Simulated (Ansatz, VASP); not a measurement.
## Two plane-wave programs on AlNi3

```xyz
4
Lattice="0.0000 2.8362 2.8362 2.8362 0.0000 2.8362 2.8362 2.8362 0.0000" Properties=species:S:1:pos:R:3 pbc="T T T"
Al    2.8362    2.8362    2.8362
Ni    1.4181    1.4181    1.4181
Ni    0.0000    0.0000    0.0000
Ni    4.2543    4.2543    4.2543
```

Alike in both runs: functional PBE; k mesh 14 × 14 × 14; occupations gaussian, width 0.1 eV; no spin polarisation.

Ansatz relaxed the structure, and its values are those at the end. VASP's run is a single point on that final structure, the one shown.

|  | VASP | Ansatz |
| --- | --- | --- |
| version | VASP 6.6.1 | Ansatz 0.2.0 |
| potentials or method | VASP PAW PBE potentials, release 64 (Al, Ni), cutoff 520 eV | scalar-relativistic, plane waves, PAW |
| valence electrons in the cell | 33 | 57 |

```tsv
	VASP	Ansatz	Ansatz less VASP
gap on the k mesh at the Fermi level (eV)	none	none	-
pressure (GPa)	0.0	0.0	+0.03
```

A gap of «none» marks a metal or a gap that the smearing closes. The functional is the same, so the differences come from potentials, cutoffs and numerics. VASP's potentials hold 33 valence electrons a cell and Ansatz's 57, so a difference there can come from the potentials and not from the codes.
